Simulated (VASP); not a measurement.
# HgPt (P4/mmm) in VASP: a series of runs

Runs on HgPt. Level: LDA. Tasks: electric field gradients.

Program: VASP 6.6.1. These are calculated values, not measurements. Logs are shortened: lines on timing, memory, paths and dates and some standing lists are left out, and cuts for length are marked.

## Step 1: The cell of the first run

Symmetry: P4/mmm, No. 123, tetragonal system. Conventional cell: a = 2.864 Å, b = 2.864 Å, c = 3.777 Å, α = 90.00°, β = 90.00°, γ = 90.00°. Hg (site symmetry 4/mmm) has 8 Pt at 2.77 Å and 6 Hg at 2.86 to 3.78 Å within 3.8 Å. Pt (site symmetry 4/mmm) has 8 Hg at 2.77 Å and 6 Pt at 2.86 to 3.78 Å within 3.8 Å.

## Step 2: Electric field gradients, LDA (15.49 Å³/atom)

File INCAR:

```
  PREC = Accurate
  ENCUT = 430
  EDIFF = 1E-8
  ISMEAR = -1
  SIGMA = 0.05
  LREAL = F
  LASPH = T
  NELM = 120
  ALGO = Normal
  ISIF = 2
  LWAVE = F
  LCHARG = F
  LEFG = T
  NBANDS = 26
  GGA_COMPAT = F
```

File KPOINTS:

```
Automatic mesh
0
Gamma
  12 12 9
```

File POSCAR:

```
HgPt
1.0
    2.8642180253      0.0000000000      0.0000000000
    0.0000000000      2.8642180253      0.0000000000
    0.0000000000      0.0000000000      3.7773836587
Hg Pt
1 1
Direct
    0.0000000000      0.0000000000      0.0000000000
    0.5000000000      0.5000000000      0.5000000000
```

Potentials or basis: VASP PAW LDA potentials, release 64 (Hg_sv_GW, Pt_sv_GW).

Launch:

```console
$ cat potpaw_LDA.64/Hg_sv_GW/POTCAR potpaw_LDA.64/Pt_sv_GW/POTCAR > POTCAR
$ mpirun -np 1 vasp_std > vasp.out
```

OUTCAR:

```text
PREC = Accurate
   ENCUT = 430
   EDIFF = 1E-8
   ISMEAR = -1
   LREAL = F
   LASPH = T
   NELM = 120
   ISIF = 2

 ion  position               nearest neighbor table
   1  0.000  0.000  0.000-   2 2.77   2 2.77   2 2.77   2 2.77   2 2.77   2 2.77   2 2.77   2 2.77

   2  0.500  0.500  0.500-   1 2.77   1 2.77   1 2.77   1 2.77   1 2.77   1 2.77   1 2.77   1 2.77

  LATTYP: Found a simple tetragonal cell.
 ALAT       =     2.8642180253
 C/A-ratio  =     1.3188184787

  Lattice vectors:

 A1 = (   2.8642180253,   0.0000000000,   0.0000000000)
 A2 = (   0.0000000000,   2.8642180253,   0.0000000000)
 A3 = (   0.0000000000,   0.0000000000,   3.7773836587)

Analysis of symmetry for initial positions (statically):
=====================================================================
 Subroutine PRICEL returns:
 Original cell was already a primitive cell.

 Routine SETGRP: Setting up the symmetry group for a
 simple tetragonal supercell.

 Subroutine GETGRP returns: Found 16 space group operations
 (whereof 16 operations were pure point group operations)
 out of a pool of 16 trial point group operations.

The static configuration has the point symmetry D_4h.

Analysis of symmetry for dynamics (positions and initial velocities):
=====================================================================
 Subroutine PRICEL returns:
 Original cell was already a primitive cell.

 Routine SETGRP: Setting up the symmetry group for a
 simple tetragonal supercell.

 Subroutine GETGRP returns: Found 16 space group operations
 (whereof 16 operations were pure point group operations)
 out of a pool of 16 trial point group operations.

The dynamic configuration has the point symmetry D_4h.

 Subroutine INISYM returns: Found 16 space group operations
 (whereof 16 operations are pure point group operations),
 and found     1 'primitive' translations

----------------------------------------------------------------------------------------

                                     Primitive cell

  volume of cell :      30.9887

  direct lattice vectors                    reciprocal lattice vectors
[... 120 lines left out ...]
  volume of cell :       30.99
 maximum number of plane-waves:       644
 NGX is ok and might be reduce to    20
   NGX =  9   NGY =  9   NGZ = 13

 number of electron      37.9999993 magnetization

 Free energy of the ion-electron system (eV)
  ---------------------------------------------------
  ext. energy  EPLUGINS =         0.00000000
  ---------------------------------------------------
  free energy    TOTEN  =        -8.23605226 eV

  energy without entropy =       -8.23179793  energy(sigma->0) =       -8.23392510

 E-fermi :  10.7453     XC(G=0): -14.2650

 val. band max:       10.7103891574   @ k =   0.4167   0.1667   0.4444
 cond. band min:      10.8202171774   @ k =   0.5000   0.5000   0.0000
 fundamental gap:      0.1098280200
 Fermi energy:        10.7452656889

 k-point     1 :       0.0000    0.0000    0.0000
  band No.  band energies     occupation
      1    -104.4038      2.00000
      2     -87.1620      2.00000
      3     -53.0364      2.00000
      4     -53.0282      2.00000
      5     -53.0282      2.00000
      6     -41.7472      2.00000
[... 685 lines left out ...]
     25      22.3839      0.00000
     26      22.6273      0.00000

 [... further k-points ...]

------------------------ aborting loop because EDIFF is reached ----------------------------------------

  FORCE on cell =-STRESS in cart. coord.  units (eV):
  Direction    XX          YY          ZZ          XY          YZ          ZX
  --------------------------------------------------------------------------------------
  -------------------------------------------------------------------------------------
  Total        3.0068417      3.0068417      2.8835344      0.0000000     -0.0000000      0.0000000
  in kB      155.4597255    155.4597255    149.0844912      0.0000000     -0.0000000      0.0000000
  external PRESSURE =     153.3346474 kB  Pullay stress =       0.0000000 kB

 VOLUME and BASIS-vectors are now :
 -----------------------------------------------------------------------------
  energy-cutoff  :      430.00
  volume of cell :       30.99
      direct lattice vectors                 reciprocal lattice vectors
     2.864218025  0.000000000  0.000000000     0.349135433  0.000000000  0.000000000
     0.000000000  2.864218025  0.000000000     0.000000000  0.349135433  0.000000000
     0.000000000  0.000000000  3.777383659     0.000000000  0.000000000  0.264733501

 POSITION                                       TOTAL-FORCE (eV/Angst)
 -----------------------------------------------------------------------------------
      0.00000      0.00000      0.00000         0.000000      0.000000      0.000000
      1.43211      1.43211      1.88869         0.000000      0.000000      0.000000
 -----------------------------------------------------------------------------------
    total drift:                                0.000000      0.000000      0.000000

  FREE ENERGIE OF THE ION-ELECTRON SYSTEM (eV)
  ---------------------------------------------------
  free  energy   TOTEN  =        -8.2360522600 eV

  energy  without entropy=       -8.2317979305  energy(sigma->0) =       -8.23392510

 Electric field gradients (V/A^2)
---------------------------------------------------------------------
 ion       V_xx      V_yy      V_zz      V_xy      V_xz      V_yz
---------------------------------------------------------------------
   1      65.478    65.478  -130.956     0.000    -0.000     0.000
   2     -71.859   -71.859   143.718    -0.000     0.000     0.000
---------------------------------------------------------------------

 Electric field gradients after diagonalization (V/A^2)
 (convention: |V_zz| > |V_xx| > |V_yy|)
----------------------------------------------------------------------
 ion       V_xx      V_yy      V_zz     asymmetry (V_yy - V_xx)/ V_zz
----------------------------------------------------------------------
   1      65.478    65.478  -130.956       0.000
   2     -71.859   -71.859   143.718       0.000
----------------------------------------------------------------------

           NMR quadrupolar parameters

 Cq : quadrupolar parameter    Cq=e*Q*V_zz/h
 eta: asymmetry parameters     (V_yy - V_xx)/ V_zz
 Q  : nuclear electric quadrupole moment in mb (millibarn)
----------------------------------------------------------------------
 ion       Cq(MHz)       eta       Q (mb)
----------------------------------------------------------------------
   1      -0.317       0.000       1.000
   2       0.348       0.000       1.000
----------------------------------------------------------------------
```

OSZICAR:

```text
N       E                     dE             d eps       ncg     rms          rms(c)
DAV:   1     0.593941936514E+03    0.59394E+03   -0.22295E+04  7824   0.170E+03
DAV:   2     0.263054626726E+02   -0.56764E+03   -0.54445E+03  7436   0.707E+02
DAV:   3    -0.833931566290E+01   -0.34645E+02   -0.33964E+02 10132   0.173E+02
DAV:   4    -0.922107967421E+01   -0.88176E+00   -0.87944E+00  8440   0.303E+01
DAV:   5    -0.925096896743E+01   -0.29889E-01   -0.29881E-01 10066   0.564E+00    0.911E+01
DAV:   6    -0.832168663303E+01    0.92928E+00   -0.36152E+00  8954   0.129E+01    0.429E+01
DAV:   7    -0.827976791110E+01    0.41919E-01   -0.73436E-01 10376   0.138E+01    0.160E+01
DAV:   8    -0.823834734034E+01    0.41421E-01   -0.17309E-01 10322   0.603E+00    0.135E+00
DAV:   9    -0.823628904905E+01    0.20583E-02   -0.15398E-02 10456   0.190E+00    0.663E-01
DAV:  10    -0.823613625868E+01    0.15279E-03   -0.51799E-04 10028   0.367E-01    0.429E-01
DAV:  11    -0.823605948970E+01    0.76769E-04   -0.17555E-04  8824   0.144E-01    0.106E-01
DAV:  12    -0.823605234036E+01    0.71493E-05   -0.28372E-05 10772   0.733E-02    0.171E-02
DAV:  13    -0.823605227899E+01    0.61365E-07   -0.17282E-06  9452   0.114E-02    0.841E-03
DAV:  14    -0.823605226330E+01    0.15693E-07   -0.45587E-08  8292   0.269E-03    0.257E-03
DAV:  15    -0.823605225997E+01    0.33278E-08   -0.15507E-08  4386   0.215E-03
   1 F= -.82360523E+01 E0= -.82339251E+01  d E =-.425433E-02
```

Run time: 55 s. Hardware: 1 thread of Intel Xeon Platinum 8375C at 2.90GHz (Ice Lake), shared host; peak memory 0.22 GiB.

What came out:

```
Free energy                             : -8.2361 eV
Pressure                                : 15.3 GPa
Band gap on the k mesh                  : zero (bands 19 and 20 overlap by 4.12 eV)
Largest electric field gradient by atom : Hg -131.0; Pt +143.7 V/Å²
```

Stress tensor (GPa, compression positive):
```
15.55  0.00  0.00
 0.00 15.55  0.00
 0.00  0.00 14.91
```

Electric field gradients, principal values (V/Å²):
```csv
atom,least,middle,greatest (by size)
1 Hg,65.478,65.478,-130.956
2 Pt,-71.859,-71.859,143.718
```

Caveat: the cell stands under pressure; without QUAD_EFG the Cq values of the log hold for a quadrupole moment of 1 mb, not for the nuclei; spin-orbit coupling is left out, which moves the levels of the heavy elements.

[end of part 1 of 2]

The gap in the log of VASP goes by the Fermi energy; the results here count the filled bands.